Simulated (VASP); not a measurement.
## Fe2O3: single point with PBEsol+U

Fe2O3:

```xyz
10
Lattice="2.5190 1.4543 4.5907 -2.5190 1.4543 4.5907 0.0000 -2.9087 4.5907" Properties=species:S:1:pos:R:3 pbc="T T T"
Fe    0.0000    0.0000    4.8932
Fe    0.0000    0.0000    1.9928
Fe    0.0000    0.0000    8.8788
Fe    0.0000    0.0000   11.7792
O     0.7706   -1.5740    8.0337
O    -1.7484    0.1197    8.0337
O     0.9779    1.4543    8.0337
O    -0.7706    1.5740    5.7383
O     1.7484   -0.1197    5.7383
O    -0.9779   -1.4543    5.7383
```

| Item | Value |
| --- | --- |
| Program | VASP 6.6.1 |
| Task | single point |
| Functional | PBEsol |
| Potentials or basis | VASP PAW PBE potentials, release 64 (Fe, O) |
| Cutoff | 600 eV |
| k mesh | 7 × 7 × 7 |
| Occupations | fermi-dirac, width 0.05 eV |
| Spin | collinear spin, ferromagnetic start |
| Starting moments | [3.0, 3.0, 3.0, 3.0, 0.0, 0.0, 0.0, 0.0, 0.0, 0.0] μB |
| Hubbard terms | Fe d U = 8.0 eV |
| Dipole correction | no |
| Further INCAR settings | ALGO = Normal; EDIFF = 1e-06; NBANDS = 49 |

```yaml
Pressure: -7.3 GPa
Largest_force: 0.638 eV/Å
Band_gap_on_the_k_mesh: 2.88 eV (least direct gap 2.91 eV)
Net_moment: 20.00 μB per cell
Site_moments: Fe +4.68; O +0.24 μB
Valence_electrons_inside_the_program's_atomic_spheres: Fe 6.83; O 5.04
```

Forces in eV/Å, atoms in the order of the input:
```
Fe   0.000  0.000 -0.638
Fe   0.000  0.000  0.638
Fe   0.000  0.000  0.638
Fe   0.000  0.000 -0.638
O   -0.113 -0.196  0.000
O   -0.113  0.196  0.000
O    0.227  0.000  0.000
O    0.113  0.196  0.000
O    0.113 -0.196  0.000
O   -0.227  0.000  0.000
```

Stress tensor (GPa, compression positive):
```
-6.25  0.00  0.00
 0.00 -6.25  0.00
 0.00  0.00 -9.42
```

Levels at points of the mesh, in eV from the valence-band top:
Spin up:
| k point | band 41 | band 42 | band 43 | band 44 | band 45 | band 46 | band 47 | band 48 |
| --- | --- | --- | --- | --- | --- | --- | --- | --- |
| (0.00, 0.00, 0.00) | -0.27 | -0.26 | -0.05 | -0.05 | 4.90 | 8.72 | 10.69 | 11.08 |
Spin down:
```csv
k point,band 22,band 23,band 24,band 25,band 26,band 27
"(0.00, 0.00, 0.00)",-0.31,-0.31,-0.17,3.04,3.04,3.21
```

Eigenvalues of the final occupation matrices:
| site | spin | trace | eigenvalues |
| --- | --- | --- | --- |
| site 1 d | 1 | 5.26 | 1.00 1.00 1.00 1.13 1.13 |
| site 1 d | 2 | 0.63 | 0.05 0.05 0.06 0.24 0.24 |
| site 2 d | 1 | 5.26 | 1.00 1.00 1.00 1.13 1.13 |
| site 2 d | 2 | 0.63 | 0.05 0.05 0.06 0.24 0.24 |
| site 3 d | 1 | 5.26 | 1.00 1.00 1.00 1.13 1.13 |
| site 3 d | 2 | 0.63 | 0.05 0.05 0.06 0.24 0.24 |
| site 4 d | 1 | 5.26 | 1.00 1.00 1.00 1.13 1.13 |
| site 4 d | 2 | 0.63 | 0.05 0.05 0.06 0.24 0.24 |

Run time: 17 min on 1 thread of Oxide Virtual Turin-like Processor (shared host), peak memory 0.6 GiB.

Caveat: the cell stands under tension; the PAW data sets were made with another functional, which shifts forces and pressure a little; the run started ferromagnetic, and an antiferromagnetic order may lie lower in energy. The state reached can hang on the start; a lower one may exist.
